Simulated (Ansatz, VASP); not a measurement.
Si4O in VASP and in Ansatz

The input INCAR:

```
ALGO     = Normal         # electronic algorithm
EDIFF    = 1E-6           # SCF threshold, eV
ENCUT    = 520            # plane-wave cutoff, eV
GGA      = PE             # functional
ISIF     = 2              # what is computed and relaxed
ISMEAR   = 0              # smearing method
LASPH    = True           # aspherical terms in the spheres
LCHARG   = False          # write CHGCAR
LREAL    = False          # projectors in reciprocal space
LWAVE    = False          # write WAVECAR
NBANDS   = 19             # bands
NELM     = 80             # most SCF steps
PREC     = Accurate       # precision mode
SIGMA    = 0.1            # smearing width, eV
```

The input KPOINTS:

```
k-points
0
Gamma
  4 4 6
```

Contents of POSCAR:

```
Si4O
1.0
    4.8498788700      0.0000000000      0.0000000000
    0.0000000000      4.8498788700      0.0000000000
    0.0000000000      0.0000000000      3.1380596400
Si O
4 1
Direct
    0.6812042700      0.6845866900      0.5000000000
    0.3187957300      0.3154133100      0.5000000000
    0.3154133100      0.6812042700      0.5000000000
    0.6845866900      0.3187957300      0.5000000000
    0.5000000000      0.5000000000      0.0000000000
```

Input for Ansatz:

```yaml
crystal:
  lattice:
    - [4.84987887, 0.0, 0.0]
    - [0.0, 4.84987887, 0.0]
    - [0.0, 0.0, 3.13805964]
  atoms:
    - { symbol: Si, position: [0.68120427, 0.68458669, 0.5] }
    - { symbol: Si, position: [0.31879573, 0.31541331, 0.5] }
    - { symbol: Si, position: [0.31541331, 0.68120427, 0.5] }
    - { symbol: Si, position: [0.68458669, 0.31879573, 0.5] }
    - { symbol: O, position: [0.5, 0.5, 0.0] }
basis:
  ecutwfc: 420
kpoints:
  mp_grid: { grid: [4, 4, 6] }
hamiltonian:
  xc: pbe
scf:
  occupations: { method: gaussian, width: 0.1 }
  lower_state_search: "off"
output:
  forces: true
  stress: true
  eigenvalues: true
```

Alike in both runs: task single point; functional PBE; k mesh 4 × 4 × 6; occupations gaussian, width 0.1 eV; no spin polarisation.

|  | VASP | Ansatz |
| --- | --- | --- |
| version | VASP 6.6.1 | Ansatz 0.2.0 |
| potentials or method | VASP PAW PBE potentials, release 64 (Si, O), cutoff 520 eV | scalar-relativistic, plane waves, PAW |
| valence electrons in the cell | 22 | 22 |

VASP gave:

| Item | Value |
| --- | --- |
| gap on the k mesh at the Fermi level (eV) | none |
| rms of the force components (eV/Å) | 12.625 |

Task: What did Ansatz give for the same quantities?

Result: gap on the k mesh at the Fermi level (eV): none; rms of the force components (eV/Å): 12.734.

Atom by atom the forces differ by 0.109 eV/Å (rms over components). A gap of «none» marks a metal or a gap that the smearing closes. With one functional, cell and mesh, what is left measures potentials, basis and numerics.
